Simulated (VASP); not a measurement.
Set up this calculation in VASP 6.6.1, as the native input.

```yaml
Task: single point
Functional: PBEsol
Potentials_or_basis: VASP PAW PBE potentials, release 64 (Hg)
Cutoff: 520 eV
k_mesh: 9 × 9 × 14
Occupations: fermi-dirac, width 0.1 eV
Spin: no spin polarisation
Dipole_correction: no
Further_INCAR_settings: ALGO = Normal; EDIFF = 1e-06; NBANDS = 25
```

The structure of Hg lies in POSCAR:

```
Hg
1.0
    5.2561600033      0.0000000000      0.0000000000
   -2.6280800016      4.5519680893      0.0000000000
    0.0000000000      0.0000000000      3.0227631332
Hg
3
Direct
    1.0000000000      1.0000000000      0.0000000000
    0.3333333333      0.6666666667      0.5000000000
    0.6666666667      0.3333333333      0.5000000000
```

The input as run:

INCAR

```
SYSTEM = Hg
  PREC = Accurate
  ENCUT = 520
  EDIFF = 1E-6
  ISMEAR = -1
  SIGMA = 0.1
  LREAL = .FALSE.
  LASPH = .TRUE.
  NELM = 80
  ALGO = Normal
  ISIF = 2
  LWAVE = .FALSE.
  LCHARG = .FALSE.
  GGA = PS
  NBANDS = 25
```

KPOINTS

```
Automatic mesh
0
G
  9 9 14
  0 0 0
```

Potentials or basis: VASP PAW PBE potentials, release 64 (Hg).

Launch:

```bash
$ cat potpaw_PBE.64/Hg/POTCAR > POTCAR
$ mpirun -np 1 vasp_std > vasp.out
```

It gave:

- Pressure: 0.4 GPa
- Band gap on the k mesh: zero (band 18 reaches 5.40 eV, above the bottom of band 19 at 0.93 eV)

Caveat: the PAW data sets were made with another functional, which shifts forces and pressure a little; spin-orbit coupling is left out, which moves the levels of the heavy elements.

Run time: 2.6 min on 1 thread of Intel(R) Xeon(R) Platinum 8375C CPU @ 2.90GHz (Ice Lake) (shared host), peak memory 0.27 GiB.
